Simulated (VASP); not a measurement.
# NaH (F-43m) in VASP: further runs

NaH is run at these levels: LDA, PBEsol, PBE, r2SCAN; tasks: single point, relaxation of cell and atoms.

All numbers are computed with VASP 6.6.1; they aren't measurements. Logs are shortened: lines on timing, memory, paths and dates and some standing lists are left out, and cuts for length are marked.

**1. The cell of the first run**

The structure is cubic, space group F-43m (No. 216). Conventional cell: a = 5.194 Å, b = 5.194 Å, c = 5.194 Å, α = 90.00°, β = 90.00°, γ = 90.00°. Na (site symmetry -43m) has 4 H at 2.25 Å within 3.0 Å. H (site symmetry -43m) has 4 Na at 2.25 Å within 3.0 Å.

**2. Single point, LDA**

INCAR

```
SYSTEM = NaH
ALGO = Normal ; EDIFF = 1E-6
ENCUT = 520 ; ISIF = 2
ISMEAR = 0 ; LASPH = .TRUE.
LCHARG = .FALSE. ; LREAL = .FALSE.
LWAVE = .FALSE. ; NBANDS = 11
NELM = 80 ; PREC = Accurate
SIGMA = 0.01
```

KPOINTS

```
k-points
0
G
  8 8 8
  0 0 0
```

POSCAR

```
NaH
1.0
    0.0000000000      2.5969210608      2.5969210608
    2.5969210608      0.0000000000      2.5969210608
    2.5969210608      2.5969210608      0.0000000000
Na H
1 1
Direct
    0.0000000000      0.0000000000      0.0000000000
    0.2500000000      0.2500000000      0.2500000000
```

Potentials or basis: VASP PAW LDA potentials, release 64 (Na_pv, H).

The run is started by

```sh
$ cat potpaw_LDA.64/Na_pv/POTCAR potpaw_LDA.64/H/POTCAR > POTCAR
$ mpirun -np 1 vasp_std > vasp.out
```

OUTCAR:

```text
SYSTEM = NaH
   EDIFF = 1E-6
   ENCUT = 520
   ISIF = 2
   ISMEAR = 0
   LASPH = .TRUE.
   LREAL = .FALSE.
   NELM = 80
   PREC = Accurate

 ion  position               nearest neighbor table
   1  0.000  0.000  0.000-
   2  0.250  0.250  0.250-

  LATTYP: Found a face centered cubic cell.
 ALAT       =     5.1938421216

  Lattice vectors:

 A1 = (   0.0000000000,   2.5969210608,   2.5969210608)
 A2 = (   2.5969210608,   0.0000000000,   2.5969210608)
 A3 = (   2.5969210608,   2.5969210608,   0.0000000000)

Analysis of symmetry for initial positions (statically):
=====================================================================
 Subroutine PRICEL returns:
 Original cell was already a primitive cell.

 Routine SETGRP: Setting up the symmetry group for a
 face centered cubic supercell.

 Subroutine GETGRP returns: Found 24 space group operations
 (whereof 24 operations were pure point group operations)
 out of a pool of 48 trial point group operations.

The static configuration has the point symmetry T_d .

Analysis of symmetry for dynamics (positions and initial velocities):
=====================================================================
 Subroutine PRICEL returns:
 Original cell was already a primitive cell.

 Routine SETGRP: Setting up the symmetry group for a
 face centered cubic supercell.

 Subroutine GETGRP returns: Found 24 space group operations
 (whereof 24 operations were pure point group operations)
 out of a pool of 48 trial point group operations.

The dynamic configuration has the point symmetry T_d .

 Subroutine INISYM returns: Found 24 space group operations
 (whereof 24 operations are pure point group operations),
 and found     1 'primitive' translations

----------------------------------------------------------------------------------------

                                     Primitive cell

  volume of cell :      35.0273

  direct lattice vectors                    reciprocal lattice vectors
     0.000000000  2.596921061  2.596921061    -0.192535694  0.192535694  0.192535694
     2.596921061  0.000000000  2.596921061     0.192535694 -0.192535694  0.192535694
     2.596921061  2.596921061  0.000000000     0.192535694  0.192535694 -0.192535694

  length of vectors
     3.672600985  3.672600985  3.672600985     0.333481605  0.333481605  0.333481605

  position of ions in fractional coordinates (direct lattice)
     0.000000000  0.000000000  0.000000000
     0.250000000  0.250000000  0.250000000
[... 78 lines left out ...]
   LREAL  =      F    real-space projection
   EDIFFG = 0.1E-04   stopping-criterion for IOM
   NSW    =      0    number of steps for IOM
   IBRION =     -1    ionic relax: 0-MD 1-quasi-New 2-CG
   NFREE  =      0    steps in history (QN), initial steepest desc. (CG)
   ISIF   =      2    stress and relaxation
   ISYM   =      2    0-nonsym 1-usesym 2-fastsym
   POTIM  = 0.5000    time-step for ionic-motion
   TEBEG  =    0.0;   TEEND  =   0.0 temperature during run
   PSTRESS=    0.0 pullay stress
   NELECT =       8.0000    total number of electrons
   NUPDOWN=      -1.0000    fix difference up-down
   EMIN   =  10.00;   EMAX   =-10.00  energy-range for DOS
   EFERMI =   0.00;   METHOD = LEGACY
   ISMEAR =     0;   SIGMA  =   0.01  broadening in eV -4-tet -1-fermi 0-gaus
   EFERMI_NEDOS =   21; number of points for ismear=-14 and -15
   IALGO  =     38    algorithm
   IMIX   =      4    mixing-type and parameters
     AMIX     =   0.40;   BMIX     =  1.00
     AMIX_MAG =   1.60;   BMIX_MAG =  1.00
  volume/ion in A,a.u.               =      17.51       118.19
  Fermi-wavevector in a.u.,A,eV,Ry     =   1.000697  1.891044 13.624808  1.001395
  Thomas-Fermi vector in A             =   2.133071
   LORBIT       =      0    0 simple, 1 ext, 2 COOP (PROOUT), +10 PAW based schemes
   GGA     = CA    functional components
   LHFCALC =     F    Hartree Fock is set to
   AEXX    =    0.0000 exact exchange contribution
   IVDW    =     0    specifies the selected vdW correction
   LEPSILON=     F    determine dielectric tensor
   LRPA    =     F    only Hartree local field effects (RPA)
 non-spin polarized calculation
 Gauss-broadening in eV      SIGMA  =   0.01
  energy-cutoff  :      520.00
  volume of cell :       35.03
 maximum number of plane-waves:       960
   NGX = 13   NGY = 13   NGZ = 13

 number of electron       8.0000006 magnetization

 Free energy of the ion-electron system (eV)
  ---------------------------------------------------
  ext. energy  EPLUGINS =         0.00000000
  ---------------------------------------------------
  free energy    TOTEN  =        -5.24643049 eV

  energy without entropy =       -5.24643049  energy(sigma->0) =       -5.24643049

 E-fermi :  -1.8708     XC(G=0):  -7.3469

 val. band max:       -2.0134813841   @ k =  -0.2500   0.5000   0.2500
 cond. band min:       1.2530266588   @ k =   0.5000   0.0000   0.0000
 fundamental gap:      3.2665080429
 Fermi energy:        -1.8707544148

 k-point     1 :       0.0000    0.0000    0.0000
  band No.  band energies     occupation
      1     -24.0832      2.00000
      2     -24.0832      2.00000
      3     -24.0832      2.00000
      4      -5.0118      2.00000
      5       6.1179      0.00000
      6      11.0300      0.00000
      7      11.0300      0.00000
      8      11.0300      0.00000
      9      13.5792      0.00000
     10      13.5792      0.00000
     11      13.5792      0.00000
[... 309 lines left out ...]
 k-point    24 :      -0.3750    0.2500    0.1250
  band No.  band energies     occupation
      1     -24.1260      2.00000
      2     -24.1026      2.00000
      3     -24.0936      2.00000
      4      -2.4308      2.00000
      5       1.9127      0.00000
      6       5.6655      0.00000
      7       7.3974      0.00000
      8      11.0152      0.00000
      9      11.9218      0.00000
     10      15.4079      0.00000
     11      16.7728      0.00000

 [... further k-points ...]
[... 5 lines left out ...]
  --------------------------------------------------------------------------------------
  -------------------------------------------------------------------------------------
  Total       -0.2831121     -0.2831121     -0.2831121      0.0000000     -0.0000000     -0.0000000
  in kB      -12.9497932    -12.9497932    -12.9497932      0.0000000     -0.0000000     -0.0000000
  external PRESSURE =     -12.9497932 kB  Pullay stress =       0.0000000 kB

 VOLUME and BASIS-vectors are now :
 -----------------------------------------------------------------------------
  energy-cutoff  :      520.00
  volume of cell :       35.03
      direct lattice vectors                 reciprocal lattice vectors
     0.000000000  2.596921061  2.596921061    -0.192535694  0.192535694  0.192535694
     2.596921061  0.000000000  2.596921061     0.192535694 -0.192535694  0.192535694
     2.596921061  2.596921061  0.000000000     0.192535694  0.192535694 -0.192535694

 POSITION                                       TOTAL-FORCE (eV/Angst)
 -----------------------------------------------------------------------------------
      0.00000      0.00000      0.00000         0.000000      0.000000      0.000000
      1.29846      1.29846      1.29846        -0.000000     -0.000000     -0.000000
 -----------------------------------------------------------------------------------
    total drift:                               -0.000000     -0.000000     -0.000000

  FREE ENERGIE OF THE ION-ELECTRON SYSTEM (eV)
  ---------------------------------------------------
  free  energy   TOTEN  =        -5.2464304895 eV

  energy  without entropy=       -5.2464304895  energy(sigma->0) =       -5.24643049
```

OSZICAR:

```text
N       E                     dE             d eps       ncg     rms          rms(c)
DAV:   1     0.324440802740E+02    0.32444E+02   -0.44060E+03   638   0.674E+02
DAV:   2    -0.468979718318E+01   -0.37134E+02   -0.36704E+02   653   0.167E+02
DAV:   3    -0.577175133200E+01   -0.10820E+01   -0.10806E+01   794   0.300E+01
DAV:   4    -0.577983988795E+01   -0.80886E-02   -0.80877E-02   716   0.269E+00
DAV:   5    -0.577993710434E+01   -0.97216E-04   -0.97215E-04   745   0.299E-01    0.333E+00
DAV:   6    -0.535304207900E+01    0.42690E+00   -0.47140E-01   826   0.266E+00    0.148E+00
DAV:   7    -0.524292521007E+01    0.11012E+00   -0.41034E-01   746   0.191E+00    0.363E-01
DAV:   8    -0.524665037421E+01   -0.37252E-02   -0.12178E-02   674   0.956E-01    0.856E-02
DAV:   9    -0.524644174935E+01    0.20862E-03   -0.15368E-03   827   0.304E-01    0.204E-02
DAV:  10    -0.524642803231E+01    0.13717E-04   -0.78686E-05   692   0.793E-02    0.677E-03
DAV:  11    -0.524643145914E+01   -0.34268E-05   -0.11636E-05   713   0.115E-02    0.634E-03
DAV:  12    -0.524643048951E+01    0.96964E-06   -0.31664E-06   680   0.522E-03
   1 F= -.52464305E+01 E0= -.52464305E+01  d E =-.223991E-92
```

Run time: 15 s. Hardware: 1 thread of Intel Xeon 8259CL, shared host; peak memory 0.13 GiB.

Results:

```
Free energy            : -5.2464 eV
Pressure               : -1.3 GPa
Band gap on the k mesh : 3.27 eV (least direct gap 4.02 eV)
```

Caveat: the structure was generated, so it needn't be the stable form of NaH.

**3. Single point, PBEsol**

This run uses another cell than the first one, of 17.34 Å³/atom.

INCAR

```
SYSTEM = NaH
PREC = Accurate
ENCUT = 520
EDIFF = 1E-6
ISMEAR = -1
SIGMA = 0.02
LREAL = .FALSE.
LASPH = .TRUE.
NELM = 60
ALGO = Normal
ISIF = 2
LWAVE = .FALSE.
LCHARG = .TRUE.
GGA = PS
LELF = .TRUE.
LVHAR = .TRUE.
NBANDS = 11
```

KPOINTS

```
regular mesh
0
G
  8 8 8
  0 0 0
```

POSCAR

```
NaH
1.0
    0.0000000000      2.5883869159      2.5883869159
    2.5883869159      0.0000000000      2.5883869159
    2.5883869159      2.5883869159      0.0000000000
Na H
1 1
Direct
    0.0000000000      0.0000000000      0.0000000000
    0.2500000000      0.2500000000      0.2500000000
```

Potentials or basis: VASP PAW PBE potentials, release 64 (Na_pv, H).

The run is started by

```sh
$ cat potpaw_PBE.64/Na_pv/POTCAR potpaw_PBE.64/H/POTCAR > POTCAR
$ mpirun -np 1 vasp_std > vasp.out
```

Run time: 19 s. Hardware: 1 thread of Intel Xeon 8259CL, shared host; peak memory 0.15 GiB.

The run converged. Its results:

```
Free energy            : -4.9563 eV
Pressure               : 0.0 GPa
Band gap on the k mesh : 3.40 eV (least direct gap 4.14 eV)
```

Levels at points of the mesh, in eV from the valence-band top:
| k point | band 1 | band 2 | band 3 | band 4 | band 5 | band 6 | band 7 | band 8 |
| --- | --- | --- | --- | --- | --- | --- | --- | --- |
| (0.00, 0.00, 0.00) | -21.89 | -21.89 | -21.89 | -2.96 | 8.19 | 13.26 | 13.26 | 13.26 |
| (0.50, 0.00, 0.00) | -21.94 | -21.89 | -21.89 | -0.74 | 3.40 | 10.61 | 12.50 | 12.50 |
| (0.50, 0.50, 0.00) | -21.94 | -21.91 | -21.91 | -0.09 | 4.86 | 7.24 | 9.63 | 9.63 |

Caveat: the structure was generated, so it needn't be the stable form of NaH; the PAW data sets were made with another functional, which shifts forces and pressure a little. A k mesh can miss the band edges.

[end of part 1 of 2]
